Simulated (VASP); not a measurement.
Set up this calculation in VASP 6.6.1, as the native input.

- Task: single point
- Functional: LDA
- Potentials or basis: VASP PAW LDA potentials, release 64 (Cs_sv, H_h)
- Cutoff: 910 eV
- k mesh: 12 × 12 × 12
- Occupations: fermi-dirac, width 0.05 eV
- Spin: no spin polarisation
- Dipole correction: no
- Second run: hard_potentials
- Further INCAR settings: ALGO = Normal; EDIFF = 1e-06; NBANDS = 12

The structure of CsH (rocksalt type) lies in POSCAR:

```
CsH
1.0
    0.0000000000      2.3005375600      2.3005375600
    2.3005375600      0.0000000000      2.3005375600
    2.3005375600      2.3005375600      0.0000000000
Cs H
1 1
Direct
    0.0000000000      0.0000000000      0.0000000000
    0.5000000000      0.5000000000      0.5000000000
```

This cell differs from its parent crystal: volume scaled by 0.43.

One way to write it, as run:

INCAR

```
PREC = Accurate ; ENCUT = 910
EDIFF = 1E-6 ; ISMEAR = -1
SIGMA = 0.05 ; LREAL = False
LASPH = True ; NELM = 120
ALGO = Normal ; ISIF = 2
LWAVE = False ; LCHARG = True
LELF = True ; LVHAR = True
NBANDS = 12 ; GGA_COMPAT = False
```

KPOINTS

```
Automatic mesh
0
Gamma
  12 12 12
```

Potentials or basis: VASP PAW LDA potentials, release 64 (Cs_sv, H_h).

The run is started by

```sh
$ cat potpaw_LDA.64/Cs_sv/POTCAR potpaw_LDA.64/H_h/POTCAR > POTCAR
$ mpirun -np 1 vasp_std > vasp.out
```

It gave:

| Item | Value |
| --- | --- |
| Pressure | 55.7 GPa |
| Band gap on the k mesh | zero (band 5 reaches 8.26 eV, above the bottom of band 6 at 6.93 eV) |

Caveat: spin-orbit coupling is left out, which moves the levels of the heavy elements.

Run time: 16 s on 1 thread of Intel(R) Xeon(R) Platinum 8488C (Sapphire Rapids), on a shared host, peak memory 0.19 GiB.
